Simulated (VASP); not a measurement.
# GaF (Pm-3m) in VASP: further runs

Runs on GaF. Level: PBE. Tasks: single point.

All numbers are computed with VASP 6.6.1; they aren't measurements. Logs are shortened: lines on timing, memory, paths and dates and some standing lists are left out, and cuts for length are marked.

**1. The cell of the first run**

Symmetry: Pm-3m, No. 221, cubic system. Conventional cell: a = 3.145 Å, b = 3.145 Å, c = 3.145 Å, α = 90.00°, β = 90.00°, γ = 90.00°. Ga (site symmetry m-3m) has 8 F at 2.72 Å and 6 Ga at 3.14 Å within 3.6 Å. Within 3.6 Å of F (site symmetry m-3m) lie 8 Ga at 2.72 Å and 6 F at 3.14 Å.

**2. Single point, PBE**

INCAR

```
PREC     = Accurate       # precision mode
ENCUT    = 520            # plane-wave cutoff, eV
EDIFF    = 1E-7           # SCF threshold, eV
ISMEAR   = -1             # smearing method
SIGMA    = 0.05           # smearing width, eV
LREAL    = False          # projectors in reciprocal space
LASPH    = True           # aspherical terms in the spheres
NELM     = 80             # most SCF steps
ALGO     = Normal         # electronic algorithm
ISIF     = 2              # what is computed and relaxed
LWAVE    = False          # write WAVECAR
LCHARG   = False          # write CHGCAR
GGA      = PE             # functional
NBANDS   = 17             # bands
```

KPOINTS

```
Automatic mesh
0
Gamma
  8 8 8
```

POSCAR

```
GaF
1.0
    3.1446715745      0.0000000000      0.0000000000
    0.0000000000      3.1446715745      0.0000000000
    0.0000000000      0.0000000000      3.1446715745
Ga F
1 1
Direct
    0.0000000000      0.0000000000      0.0000000000
    0.5000000000      0.5000000000      0.5000000000
```

Potentials or basis: VASP PAW PBE potentials, release 64 (Ga_d, F).

Run with:

```console
cat potpaw_PBE.64/Ga_d/POTCAR potpaw_PBE.64/F/POTCAR > POTCAR
mpirun -np 1 vasp_std > vasp.out
```

OUTCAR:

```text
PREC = Accurate
   ENCUT = 520
   EDIFF = 1E-7
   ISMEAR = -1
   LREAL = False
   LASPH = True
   NELM = 80
   ISIF = 2
   GGA = PE

 ion  position               nearest neighbor table
   1  0.000  0.000  0.000-
   2  0.500  0.500  0.500-

  LATTYP: Found a simple cubic cell.
 ALAT       =     3.1446715745

  Lattice vectors:

 A1 = (   3.1446715745,   0.0000000000,   0.0000000000)
 A2 = (   0.0000000000,   3.1446715745,   0.0000000000)
 A3 = (   0.0000000000,   0.0000000000,   3.1446715745)

Analysis of symmetry for initial positions (statically):
=====================================================================
 Subroutine PRICEL returns:
 Original cell was already a primitive cell.

 Routine SETGRP: Setting up the symmetry group for a
 simple cubic supercell.

 Subroutine GETGRP returns: Found 48 space group operations
 (whereof 48 operations were pure point group operations)
 out of a pool of 48 trial point group operations.

The static configuration has the point symmetry O_h .

Analysis of symmetry for dynamics (positions and initial velocities):
=====================================================================
 Subroutine PRICEL returns:
 Original cell was already a primitive cell.

 Routine SETGRP: Setting up the symmetry group for a
 simple cubic supercell.

 Subroutine GETGRP returns: Found 48 space group operations
 (whereof 48 operations were pure point group operations)
 out of a pool of 48 trial point group operations.

The dynamic configuration has the point symmetry O_h .

 Subroutine INISYM returns: Found 48 space group operations
 (whereof 48 operations are pure point group operations),
 and found     1 'primitive' translations

----------------------------------------------------------------------------------------

                                     Primitive cell

  volume of cell :      31.0975

  direct lattice vectors                    reciprocal lattice vectors
     3.144671574  0.000000000  0.000000000     0.317998232  0.000000000  0.000000000
     0.000000000  3.144671574  0.000000000     0.000000000  0.317998232  0.000000000
     0.000000000  0.000000000  3.144671574     0.000000000  0.000000000  0.317998232

  length of vectors
     3.144671574  3.144671574  3.144671574     0.317998232  0.317998232  0.317998232

  position of ions in fractional coordinates (direct lattice)
     0.000000000  0.000000000  0.000000000
     0.500000000  0.500000000  0.500000000

  ion indices of the primitive-cell ions
   primitive index   ion index
                 1           1
                 2           2

----------------------------------------------------------------------------------------

 KPOINTS: Automatic mesh

Automatic generation of k-mesh.
 Grid dimensions read from file:
 generate k-points for:    8    8    8

 Generating k-lattice:

  Cartesian coordinates                     Fractional coordinates (reciprocal lattice)
     0.039749779  0.000000000  0.000000000     0.125000000  0.000000000  0.000000000
     0.000000000  0.039749779  0.000000000     0.000000000  0.125000000  0.000000000
     0.000000000  0.000000000  0.039749779     0.000000000  0.000000000  0.125000000

  Length of vectors
     0.039749779  0.039749779  0.039749779

  Shift w.r.t. Gamma in fractional coordinates (k-lattice)
     0.000000000  0.000000000  0.000000000

 Subroutine IBZKPT returns following result:
 ===========================================

 Found     35 irreducible k-points:

 Following reciprocal coordinates:
            Coordinates               Weight
  0.000000  0.000000  0.000000      1.000000
  0.125000  0.000000  0.000000      6.000000
  0.250000  0.000000  0.000000      6.000000
  0.375000  0.000000  0.000000      6.000000
  0.500000  0.000000  0.000000      3.000000
  0.125000  0.125000  0.000000     12.000000
[... 16 lines left out ...]
  0.375000  0.375000  0.125000     24.000000
  0.500000  0.375000  0.125000     24.000000
 [... further k-points ...]
   k-points           NKPTS =     35   k-points in BZ     NKDIM =     35   number of bands    NBANDS=     17
   number of dos      NEDOS =    301   number of ions     NIONS =      2
   total plane-waves  NPLWV =  13824
   dimension x,y,z NGX =    24 NGY =   24 NGZ =   24
   dimension x,y,z NGXF=    48 NGYF=   48 NGZF=   48
   ions per type =               1   1
   NGX,Y,Z   is equivalent  to a cutoff of  12.69, 12.69, 12.69 a.u.
   NGXF,Y,Z  is equivalent  to a cutoff of  25.38, 25.38, 25.38 a.u.
 SYSTEM =  unknown system
   PREC   = accura    normal or accurate (medium, high low for compatibility)
   ISTART =      0    job   : 0-new  1-cont  2-samecut
   ICHARG =      2    charge: 1-file 2-atom 10-const
   ISPIN  =      1    spin polarized calculation?
   LNONCOLLINEAR =      F non collinear calculations
   LSORBIT =      F    spin-orbit coupling
   LASPH  =      T    aspherical Exc in radial PAW
   ENCUT  =  520.0 eV  38.22 Ry    6.18 a.u.   5.85  5.85  5.85*2*pi/ulx,y,z
   NELM   =     80;   NELMIN=  2; NELMDL= -5     # of ELM steps
   EDIFF  = 0.1E-06   stopping-criterion for ELM
   LREAL  =      F    real-space projection
   EDIFFG = 0.1E-05   stopping-criterion for IOM
   NSW    =      0    number of steps for IOM
   IBRION =     -1    ionic relax: 0-MD 1-quasi-New 2-CG
   NFREE  =      0    steps in history (QN), initial steepest desc. (CG)
   ISIF   =      2    stress and relaxation
   ISYM   =      2    0-nonsym 1-usesym 2-fastsym
   POTIM  = 0.5000    time-step for ionic-motion
   TEBEG  =    0.0;   TEEND  =   0.0 temperature during run
   PSTRESS=    0.0 pullay stress
   NELECT =      20.0000    total number of electrons
   NUPDOWN=      -1.0000    fix difference up-down
   EMIN   =  10.00;   EMAX   =-10.00  energy-range for DOS
   EFERMI =   0.00;   METHOD = LEGACY
   ISMEAR =    -1;   SIGMA  =   0.05  broadening in eV -4-tet -1-fermi 0-gaus
   EFERMI_NEDOS =   21; number of points for ismear=-14 and -15
   IALGO  =     38    algorithm
   IMIX   =      4    mixing-type and parameters
     AMIX     =   0.40;   BMIX     =  1.00
     AMIX_MAG =   1.60;   BMIX_MAG =  1.00
  volume/ion in A,a.u.               =      15.55       104.93
  Fermi-wavevector in a.u.,A,eV,Ry     =   1.413111  2.670392 27.169229  1.996882
  Thomas-Fermi vector in A             =   2.534790
   LORBIT       =      0    0 simple, 1 ext, 2 COOP (PROOUT), +10 PAW based schemes
   GGA     = PE    functional components
   LHFCALC =     F    Hartree Fock is set to
   AEXX    =    0.0000 exact exchange contribution
   IVDW    =     0    specifies the selected vdW correction
   LEPSILON=     F    determine dielectric tensor
   LRPA    =     F    only Hartree local field effects (RPA)
 non-spin polarized calculation
  energy-cutoff  :      520.00
  volume of cell :       31.10
 maximum number of plane-waves:       860
 NGX is ok and might be reduce to    24
   NGX = 11   NGY = 11   NGZ = 11

 number of electron      19.9999982 magnetization

 Free energy of the ion-electron system (eV)
  ---------------------------------------------------
  ext. energy  EPLUGINS =         0.00000000
  ---------------------------------------------------
  free energy    TOTEN  =        -7.43060197 eV

  energy without entropy =       -7.43034006  energy(sigma->0) =       -7.43047101

 E-fermi :   2.9507     XC(G=0): -10.1867

 val. band max:        2.8894447902   @ k =   0.5000   0.5000   0.5000
 cond. band min:       3.0757952941   @ k =   0.5000   0.0000   0.0000
 fundamental gap:      0.1863505039
 Fermi energy:         2.9506741227

 k-point     1 :       0.0000    0.0000    0.0000
  band No.  band energies     occupation
      1     -19.5887      2.00000
      2     -11.5539      2.00000
      3     -11.5539      2.00000
      4     -11.3769      2.00000
      5     -11.3769      2.00000
      6     -11.3769      2.00000
[... 9 lines left out ...]
     16      19.8779      0.00000
     17      25.8215      0.00000

 k-point     2 :       0.1250    0.0000    0.0000
  band No.  band energies     occupation
      1     -19.5659      2.00000
      2     -11.5524      2.00000
      3     -11.5355      2.00000
      4     -11.3844      2.00000
      5     -11.3844      2.00000
      6     -11.3763      2.00000
[... 9 lines left out ...]
     16      20.6836      0.00000
     17      23.7426      0.00000

 k-point     3 :       0.2500    0.0000    0.0000
  band No.  band energies     occupation
      1     -19.5110      2.00000
      2     -11.5487      2.00000
      3     -11.4919      2.00000
      4     -11.4026      2.00000
      5     -11.4026      2.00000
      6     -11.3748      2.00000
[... 9 lines left out ...]
     16      20.7992      0.00000
     17      22.0855      0.00000

 k-point     4 :       0.3750    0.0000    0.0000
  band No.  band energies     occupation
      1     -19.4546      2.00000
      2     -11.5451      2.00000
      3     -11.4496      2.00000
      4     -11.4206      2.00000
      5     -11.4206      2.00000
      6     -11.3733      2.00000
[... 9 lines left out ...]
     16      18.5582      0.00000
     17      20.9718      0.00000

 k-point     5 :       0.5000    0.0000    0.0000
  band No.  band energies     occupation
      1     -19.4307      2.00000
      2     -11.5435      2.00000
      3     -11.4324      2.00000
      4     -11.4280      2.00000
      5     -11.4280      2.00000
      6     -11.3727      2.00000
[... 9 lines left out ...]
     16      19.4577      0.00000
     17      20.6000      0.00000

 k-point     6 :       0.1250    0.1250    0.0000
  band No.  band energies     occupation
      1     -19.5443      2.00000
      2     -11.5427      2.00000
      3     -11.5250      2.00000
      4     -11.3913      2.00000
      5     -11.3847      2.00000
      6     -11.3826      2.00000
[... 9 lines left out ...]
     16      20.8415      0.00000
     17      21.9076      0.00000

 k-point     7 :       0.2500    0.1250    0.0000
  band No.  band energies     occupation
      1     -19.4915      2.00000
      2     -11.5360      2.00000
      3     -11.4834      2.00000
      4     -11.4079      2.00000
      5     -11.4015      2.00000
      6     -11.3817      2.00000
[... 9 lines left out ...]
     16      19.1466      0.00000
     17      21.7904      0.00000

 k-point     8 :       0.3750    0.1250    0.0000
  band No.  band energies     occupation
      1     -19.4379      2.00000
      2     -11.5319      2.00000
      3     -11.4405      2.00000
      4     -11.4243      2.00000
      5     -11.4190      2.00000
      6     -11.3799      2.00000
[... 9 lines left out ...]
     16      19.6400      0.00000
     17      20.7512      0.00000
[... 203 lines left out ...]
      1     -19.3992      2.00000
      2     -11.5148      2.00000
      3     -11.4373      2.00000
      4     -11.4238      2.00000
      5     -11.4156      2.00000
      6     -11.3860      2.00000
[... 9 lines left out ...]
     16      18.1942      0.00000
     17      20.9725      0.00000

 k-point    20 :       0.2500    0.2500    0.1250
  band No.  band energies     occupation
      1     -19.4268      2.00000
      2     -11.4969      2.00000
      3     -11.4504      2.00000
      4     -11.4229      2.00000
      5     -11.4055      2.00000
      6     -11.4036      2.00000
[... 9 lines left out ...]
     16      18.7552      0.00000
     17      21.0754      0.00000

 k-point    21 :       0.3750    0.2500    0.1250
  band No.  band energies     occupation
      1     -19.3803      2.00000
      2     -11.4882      2.00000
      3     -11.4389      2.00000
      4     -11.4192      2.00000
      5     -11.4095      2.00000
      6     -11.4018      2.00000
[... 9 lines left out ...]
     16      19.2742      0.00000
     17      20.3260      0.00000

 k-point    22 :       0.5000    0.2500    0.1250
  band No.  band energies     occupation
      1     -19.3607      2.00000
      2     -11.4856      2.00000
      3     -11.4462      2.00000
      4     -11.4237      2.00000
      5     -11.4047      2.00000
      6     -11.3885      2.00000
[... 9 lines left out ...]
     16      19.7954      0.00000
     17      20.2472      0.00000

 k-point    23 :       0.3750    0.3750    0.1250
  band No.  band energies     occupation
      1     -19.3389      2.00000
      2     -11.4723      2.00000
      3     -11.4480      2.00000
      4     -11.4216      2.00000
      5     -11.4186      2.00000
      6     -11.3705      2.00000
[... 9 lines left out ...]
     16      18.5921      0.00000
     17      20.2330      0.00000

 k-point    24 :       0.5000    0.3750    0.1250
  band No.  band energies     occupation
      1     -19.3218      2.00000
      2     -11.4676      2.00000
      3     -11.4524      2.00000
      4     -11.4262      2.00000
      5     -11.4208      2.00000
      6     -11.3531      2.00000
[... 9 lines left out ...]
     16      18.4610      0.00000
     17      20.7571      0.00000

 [... further k-points ...]
[... 5 lines left out ...]
  --------------------------------------------------------------------------------------
  -------------------------------------------------------------------------------------
  Total        0.1627021      0.1627021      0.1627021     -0.0000000     -0.0000000      0.0000000
  in kB        8.3825820      8.3825820      8.3825820     -0.0000000     -0.0000000      0.0000000
  external PRESSURE =       8.3825820 kB  Pullay stress =       0.0000000 kB

 VOLUME and BASIS-vectors are now :
 -----------------------------------------------------------------------------
  energy-cutoff  :      520.00
  volume of cell :       31.10
      direct lattice vectors                 reciprocal lattice vectors
     3.144671574  0.000000000  0.000000000     0.317998232  0.000000000  0.000000000
     0.000000000  3.144671574  0.000000000     0.000000000  0.317998232  0.000000000
     0.000000000  0.000000000  3.144671574     0.000000000  0.000000000  0.317998232

 POSITION                                       TOTAL-FORCE (eV/Angst)
 -----------------------------------------------------------------------------------
      0.00000      0.00000      0.00000         0.000000      0.000000      0.000000
      1.57234      1.57234      1.57234         0.000000      0.000000      0.000000
 -----------------------------------------------------------------------------------
    total drift:                                0.000000      0.000000     -0.000000

  FREE ENERGIE OF THE ION-ELECTRON SYSTEM (eV)
  ---------------------------------------------------
  free  energy   TOTEN  =        -7.4306019678 eV

  energy  without entropy=       -7.4303400590  energy(sigma->0) =       -7.43047101
```

It took 7.2 s on 1 thread of Intel Xeon Platinum 8488C (Sapphire Rapids), shared host; peak memory 0.14 GiB.

Results:

```yaml
Free_energy: -7.4306 eV
Pressure: 0.8 GPa
Band_gap_on_the_k_mesh: 0.19 eV, indirect (least direct gap 1.06 eV)
```

**3. Single point, PBE**

This run uses another cell than the first one, of 16.18 Å³/atom, 1.041 times its volume.

INCAR

```
PREC = Accurate
ENCUT = 520
EDIFF = 1E-6
ISMEAR = -1
SIGMA = 0.05
LREAL = F
LASPH = T
NELM = 100
ALGO = Normal
ISIF = 2
LWAVE = F
LCHARG = F
GGA = PE
NBANDS = 17
```

KPOINTS is that of step 2.

POSCAR

```
GaF
1.0
    3.1868869687      0.0000000000      0.0000000000
    0.0000000000      3.1868869687      0.0000000000
    0.0000000000      0.0000000000      3.1868869687
Ga F
1 1
Direct
    0.0000000000      0.0000000000      0.0000000000
    0.5000000000      0.5000000000      0.5000000000
```

Potentials or basis: VASP PAW PBE potentials, release 64 (Ga_d, F).

Run with:

```console
cat potpaw_PBE.64/Ga_d/POTCAR potpaw_PBE.64/F/POTCAR > POTCAR
mpirun -np 1 vasp_std > vasp.out
```

It took 8.2 s on 1 thread of Intel Xeon Platinum 8488C (Sapphire Rapids), shared host; peak memory 0.14 GiB.

It converged, with:

```yaml
Free_energy: -7.4316 eV
Pressure: -1.0 GPa
Band_gap_on_the_k_mesh: 0.48 eV, indirect (least direct gap 1.18 eV)
```

Levels at points of the mesh, in eV from the valence-band top:
```
           k point  band 6  band 7  band 8  band 9  band 10  band 11  band 12  band 13  band 14  band 15
(0.00, 0.00, 0.00)  -14.04   -5.91   -3.25   -3.25    -3.25     8.31     8.31     8.31     9.86     9.86
(0.50, 0.00, 0.00)  -14.04   -6.59   -2.98   -2.98    -0.70     0.48     8.46     8.46    12.58    14.23
(0.50, 0.50, 0.00)  -14.01   -4.63   -4.63   -2.89    -2.55     3.52     3.52     9.21    10.28    16.04
(0.50, 0.50, 0.50)  -14.00   -3.79   -3.79   -3.79     0.00     2.47     2.47     2.47    11.96    11.96
```
